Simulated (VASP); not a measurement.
# AlN (P6_3mc) in VASP: further runs, part 2 of 3

VASP 6.6.1. Earlier steps stand in the parts before.

### Step 3. Single point, PBE

This run uses another cell than the first one: it holds 16 atoms, not 4.

File INCAR:

```
PREC = Accurate
ENCUT = 520
EDIFF = 1E-6
ISMEAR = 0
SIGMA = 0.01
LREAL = Auto
LASPH = True
NELM = 80
ALGO = Normal
ISIF = 2
LWAVE = False
LCHARG = False
GGA = PE
NBANDS = 46
```

File KPOINTS:

```
regular mesh
0
Gamma
  4 4 4
```

File POSCAR:

```
AlN
1.0
    0.0000000000      0.0000000000      5.0180433219
   -3.1302084199     -5.4216800216      0.0000000000
    6.2604168399      0.0000000000      0.0000000000
Al N
8 8
Direct
    0.4992342259      0.3333333333      0.1666666667
    0.4992342259      0.3333333333      0.6666666667
    0.4992342259      0.8333333333      0.1666666667
    0.4992342259      0.8333333333      0.6666666667
    0.9992342259      0.1666666667      0.8333333333
    0.9992342259      0.1666666667      0.3333333333
    0.9992342259      0.6666666667      0.8333333333
    0.9992342259      0.6666666667      0.3333333333
    0.8807657741      0.3333333333      0.1666666667
    0.8807657741      0.3333333333      0.6666666667
    0.8807657741      0.8333333333      0.1666666667
    0.8807657741      0.8333333333      0.6666666667
    0.3807657741      0.1666666667      0.8333333333
    0.3807657741      0.1666666667      0.3333333333
    0.3807657741      0.6666666667      0.8333333333
    0.3807657741      0.6666666667      0.3333333333
```

Potentials or basis: VASP PAW PBE potentials, release 64 (Al, N).

The run is started by

```bash
$ cat potpaw_PBE.64/Al/POTCAR potpaw_PBE.64/N/POTCAR > POTCAR
$ mpirun -np 1 vasp_std > vasp.out
```

OUTCAR:

```text
PREC = Accurate
   ENCUT = 520
   EDIFF = 1E-6
   ISMEAR = 0
   LREAL = Auto
   LASPH = True
   NELM = 80
   ISIF = 2
   GGA = PE

 ion  position               nearest neighbor table
   1  0.499  0.333  0.167-  14 1.90  16 1.90  13 1.90   9 1.91   6 3.09   6 3.09   8 3.09   8 3.09
                             5 3.09   5 3.09   3 3.13   3 3.13   4 3.13   4 3.13   2 3.13   2 3.13
   2  0.499  0.333  0.667-  13 1.90  15 1.90  14 1.90  10 1.91   5 3.09   5 3.09   7 3.09   7 3.09
                             6 3.09   6 3.09   4 3.13   4 3.13   3 3.13   3 3.13   1 3.13   1 3.13
   3  0.499  0.833  0.167-  16 1.90  14 1.90  15 1.90  11 1.91   8 3.09   8 3.09   6 3.09   6 3.09
                             7 3.09   7 3.09   1 3.13   1 3.13   2 3.13   2 3.13   4 3.13   4 3.13
   4  0.499  0.833  0.667-  15 1.90  13 1.90  16 1.90  12 1.91   7 3.09   7 3.09   5 3.09   5 3.09
                             8 3.09   8 3.09   2 3.13   2 3.13   1 3.13   1 3.13   3 3.13   3 3.13
   5  0.999  0.167  0.833-  10 1.90  12 1.90   9 1.90  13 1.91   2 3.09   2 3.09   4 3.09   4 3.09
                             1 3.09   1 3.09   7 3.13   7 3.13   8 3.13   8 3.13   6 3.13   6 3.13
   6  0.999  0.167  0.333-   9 1.90  11 1.90  10 1.90  14 1.91   1 3.09   1 3.09   3 3.09   3 3.09
                             2 3.09   2 3.09   8 3.13   8 3.13   7 3.13   7 3.13   5 3.13   5 3.13
   7  0.999  0.667  0.833-  12 1.90  10 1.90  11 1.90  15 1.91   4 3.09   4 3.09   2 3.09   2 3.09
                             3 3.09   3 3.09   5 3.13   5 3.13   6 3.13   6 3.13   8 3.13   8 3.13
   8  0.999  0.667  0.333-  11 1.90   9 1.90  12 1.90  16 1.91   3 3.09   3 3.09   1 3.09   1 3.09
                             4 3.09   4 3.09   6 3.13   6 3.13   5 3.13   5 3.13   7 3.13   7 3.13
   9  0.881  0.333  0.167-   6 1.90   8 1.90   5 1.90   1 1.91
[... 14 lines left out ...]
 A1 = (  -3.1302084199,  -5.4216800216,   0.0000000000)
 A2 = (   6.2604168399,   0.0000000000,   0.0000000000)
 A3 = (   0.0000000000,   0.0000000000,   5.0180433219)

Analysis of symmetry for initial positions (statically):
=====================================================================
 Subroutine PRICEL returns following result:

  LATTYP: Found a hexagonal cell.
 ALAT       =     3.1302084199
 C/A-ratio  =     1.6031019820

  Lattice vectors:

 A1 = (  -1.5651042100,  -2.7108400108,   0.0000000000)
 A2 = (   3.1302084200,   0.0000000000,   0.0000000000)
 A3 = (   0.0000000000,   0.0000000000,   5.0180433219)

   4 primitive cells build up your supercell.

 Routine SETGRP: Setting up the symmetry group for a
 hexagonal supercell.

 Subroutine GETGRP returns: Found 12 space group operations
 (whereof  6 operations were pure point group operations)
 out of a pool of 24 trial point group operations.

The static configuration has the point symmetry C_3v.
 The point group associated with its full space group is C_6v.

Analysis of symmetry for dynamics (positions and initial velocities):
=====================================================================
 Subroutine PRICEL returns following result:

  LATTYP: Found a hexagonal cell.
 ALAT       =     3.1302084199
 C/A-ratio  =     1.6031019820

  Lattice vectors:

 A1 = (  -1.5651042100,  -2.7108400108,   0.0000000000)
 A2 = (   3.1302084200,   0.0000000000,   0.0000000000)
 A3 = (   0.0000000000,   0.0000000000,   5.0180433219)

   4 primitive cells build up your supercell.

[... 80 lines left out ...]
  0.500000  0.250000  0.250000      6.000000
   k-points           NKPTS =     12   k-points in BZ     NKDIM =     12   number of bands    NBANDS=     46
   number of dos      NEDOS =    301   number of ions     NIONS =     16
   total plane-waves  NPLWV =  92160
   dimension x,y,z NGX =    40 NGY =   48 NGZ =   48
   dimension x,y,z NGXF=    80 NGYF=   96 NGZF=   96
   ions per type =               8   8
   NGX,Y,Z   is equivalent  to a cutoff of  13.25, 12.75, 12.75 a.u.
   NGXF,Y,Z  is equivalent  to a cutoff of  26.50, 25.49, 25.49 a.u.
 SYSTEM =  unknown system
   PREC   = accura    normal or accurate (medium, high low for compatibility)
   ISTART =      0    job   : 0-new  1-cont  2-samecut
   ICHARG =      2    charge: 1-file 2-atom 10-const
   ISPIN  =      1    spin polarized calculation?
   LNONCOLLINEAR =      F non collinear calculations
   LSORBIT =      F    spin-orbit coupling
   LASPH  =      T    aspherical Exc in radial PAW
   ENCUT  =  520.0 eV  38.22 Ry    6.18 a.u.   9.33 11.64 11.64*2*pi/ulx,y,z
   NELM   =     80;   NELMIN=  2; NELMDL= -5     # of ELM steps
   EDIFF  = 0.1E-05   stopping-criterion for ELM
   LREAL  =      T    real-space projection
   EDIFFG = 0.1E-04   stopping-criterion for IOM
   NSW    =      0    number of steps for IOM
   IBRION =     -1    ionic relax: 0-MD 1-quasi-New 2-CG
   NFREE  =      0    steps in history (QN), initial steepest desc. (CG)
   ISIF   =      2    stress and relaxation
   ISYM   =      2    0-nonsym 1-usesym 2-fastsym
   POTIM  = 0.5000    time-step for ionic-motion
   TEBEG  =    0.0;   TEEND  =   0.0 temperature during run
   PSTRESS=    0.0 pullay stress
   NELECT =      64.0000    total number of electrons
   NUPDOWN=      -1.0000    fix difference up-down
   EMIN   =  10.00;   EMAX   =-10.00  energy-range for DOS
   EFERMI =   0.00;   METHOD = LEGACY
   ISMEAR =     0;   SIGMA  =   0.01  broadening in eV -4-tet -1-fermi 0-gaus
   EFERMI_NEDOS =   21; number of points for ismear=-14 and -15
   IALGO  =     38    algorithm
   IMIX   =      4    mixing-type and parameters
     AMIX     =   0.40;   BMIX     =  1.00
     AMIX_MAG =   1.60;   BMIX_MAG =  1.00
  volume/ion in A,a.u.               =      10.65        71.84
  Fermi-wavevector in a.u.,A,eV,Ry     =   1.181347  2.232423 18.988043  1.395582
  Thomas-Fermi vector in A             =   2.317623
   LORBIT       =      0    0 simple, 1 ext, 2 COOP (PROOUT), +10 PAW based schemes
   GGA     = PE    functional components
   LHFCALC =     F    Hartree Fock is set to
   AEXX    =    0.0000 exact exchange contribution
   IVDW    =     0    specifies the selected vdW correction
   LEPSILON=     F    determine dielectric tensor
   LRPA    =     F    only Hartree local field effects (RPA)
 non-spin polarized calculation
 Gauss-broadening in eV      SIGMA  =   0.01
  energy-cutoff  :      520.00
  volume of cell :      170.32
 maximum number of plane-waves:      4614
 NGX is ok and might be reduce to    40

 number of electron      63.9999991 magnetization

 Free energy of the ion-electron system (eV)
  ---------------------------------------------------
  ext. energy  EPLUGINS =         0.00000000
  ---------------------------------------------------
  free energy    TOTEN  =      -119.12304902 eV

  energy without entropy =     -119.12304902  energy(sigma->0) =     -119.12304902

 E-fermi :   6.0223     XC(G=0): -10.8270

 val. band max:        5.9643752899   @ k =   0.0000   0.0000   0.0000
 cond. band min:      10.0076078684   @ k =   0.0000   0.0000   0.0000
 fundamental gap:      4.0432325784
 Fermi energy:         6.0223343565

 k-point     1 :       0.0000    0.0000    0.0000
  band No.  band energies     occupation
      1      -9.1032      2.00000
      2      -7.1895      2.00000
      3      -7.1895      2.00000
      4      -7.1895      2.00000
      5      -7.0203      2.00000
      6      -6.5145      2.00000
[... 553 lines left out ...]
     43      15.1033      0.00000
     44      15.1040      0.00000
 [bands above 44 left out]

------------------------ aborting loop because EDIFF is reached ----------------------------------------

  FORCE on cell =-STRESS in cart. coord.  units (eV):
  Direction    XX          YY          ZZ          XY          YZ          ZX
  --------------------------------------------------------------------------------------
  -------------------------------------------------------------------------------------
  Total       -0.2835172     -0.2835172     -0.2358447      0.0000000      0.0000000     -0.0000000
  in kB       -2.6669719     -2.6669719     -2.2185289      0.0000000      0.0000000     -0.0000000
  external PRESSURE =      -2.5174909 kB  Pullay stress =       0.0000000 kB

 VOLUME and BASIS-vectors are now :
 -----------------------------------------------------------------------------
  energy-cutoff  :      520.00
  volume of cell :      170.32
      direct lattice vectors                 reciprocal lattice vectors
     0.000000000  0.000000000  5.018043322     0.000000000  0.000000000  0.199280862
    -3.130208420 -5.421680022  0.000000000     0.000000000 -0.184444673  0.000000000
     6.260416840  0.000000000  0.000000000     0.159733773 -0.092222337  0.000000000

 POSITION                                       TOTAL-FORCE (eV/Angst)
 -----------------------------------------------------------------------------------
      0.00000     -1.80723      2.50518        -0.000000     -0.000000      0.003323
      3.13021     -1.80723      2.50518         0.000000     -0.000000      0.003323
     -1.56510     -4.51807      2.50518        -0.000000     -0.000000      0.003323
      1.56510     -4.51807      2.50518         0.000000      0.000000      0.003323
      4.69531     -0.90361      5.01420         0.000000      0.000000      0.003323
      1.56510     -0.90361      5.01420         0.000000      0.000000      0.003323
[... 8 lines left out ...]
      3.13021     -3.61445      1.91070        -0.000000     -0.000000     -0.003323
     -0.00000     -3.61445      1.91070         0.000000     -0.000000     -0.003323
 -----------------------------------------------------------------------------------
    total drift:                               -0.000001     -0.000000      0.035506

  FREE ENERGIE OF THE ION-ELECTRON SYSTEM (eV)
  ---------------------------------------------------
  free  energy   TOTEN  =      -119.1230490229 eV

  energy  without entropy=     -119.1230490229  energy(sigma->0) =     -119.12304902
```

Wall time 3.1 min (1 thread of AMD EPYC 7R43 (Zen 3), shared host); peak memory 0.28 GiB.

What came out:

```yaml
Free_energy: -119.1230 eV
Pressure: -0.3 GPa
Largest_force: 0.003 eV/Å
Band_gap_on_the_k_mesh: 4.04 eV
```

Forces in eV/Å, atoms in the order of the input:
```
Al   0.000  0.000  0.003
Al   0.000  0.000  0.003
Al   0.000  0.000  0.003
Al   0.000  0.000  0.003
Al   0.000  0.000  0.003
Al   0.000  0.000  0.003
Al   0.000  0.000  0.003
Al   0.000  0.000  0.003
N    0.000  0.000 -0.003
N    0.000  0.000 -0.003
N    0.000  0.000 -0.003
N    0.000  0.000 -0.003
N    0.000  0.000 -0.003
N    0.000  0.000 -0.003
N    0.000  0.000 -0.003
N    0.000  0.000 -0.003
```

[end of part 2 of 3]
